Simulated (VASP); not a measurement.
Set up this calculation in VASP 6.6.1, as the native input.

```yaml
Task: single point
Functional: PBEsol
Potentials_or_basis: VASP PAW PBE potentials, release 64 (Zr_sv, O)
Cutoff: 520 eV
k_mesh: 12 × 12 × 8
Occupations: gaussian, width 0.1 eV
Spin: no spin polarisation
Dipole_correction: no
Further_INCAR_settings: ALGO = Normal; EDIFF = 1e-06; NBANDS = 26
```

The structure of ZrO lies in POSCAR:

```
ZrO
1.0
    2.6276799862     -2.6534332919      0.0000000000
    2.6276799862      2.6534332919      0.0000000000
    0.0000000000      0.0000000000      6.3882569002
Zr O
2 2
Direct
    0.5000000000      0.0000000000      0.5000000000
    0.0000000000      0.5000000000      0.0000000000
    0.0000000000      0.0000000000      0.2500000000
    0.0000000000      0.0000000000      0.7500000000
```

This cell differs from its parent crystal: Ag replaced by Zr, lengths x 1.085, strained.

The input as run:

INCAR

```
PREC     = Accurate       # precision mode
ENCUT    = 520            # plane-wave cutoff, eV
EDIFF    = 1E-6           # SCF threshold, eV
ISMEAR   = 0              # smearing method
SIGMA    = 0.1            # smearing width, eV
LREAL    = False          # projectors in reciprocal space
LASPH    = True           # aspherical terms in the spheres
NELM     = 80             # most SCF steps
ALGO     = Normal         # electronic algorithm
ISIF     = 2              # what is computed and relaxed
LWAVE    = False          # write WAVECAR
LCHARG   = False          # write CHGCAR
GGA      = PS             # functional
NBANDS   = 26             # bands
```

KPOINTS

```
Automatic mesh
0
Gamma
  12 12 8
```

Potentials or basis: VASP PAW PBE potentials, release 64 (Zr_sv, O).

Run with:

```sh
$ cat potpaw_PBE.64/Zr_sv/POTCAR potpaw_PBE.64/O/POTCAR > POTCAR
$ mpirun -np 1 vasp_std > vasp.out
```

It gave:

```json
{"Pressure": "-29.8 GPa", "Band gap on the k mesh": "zero (band 18 reaches 5.50 eV, above the bottom of band 19 at 4.76 eV)"}
```

Caveat: the cell differs from its parent crystal (Ag replaced by Zr, lengths x 1.085, strained); the PAW data sets were made with another functional, which shifts forces and pressure a little.

Wall time 15 min on 1 thread of AMD EPYC 7R13 (shared host), peak memory 0.46 GiB.
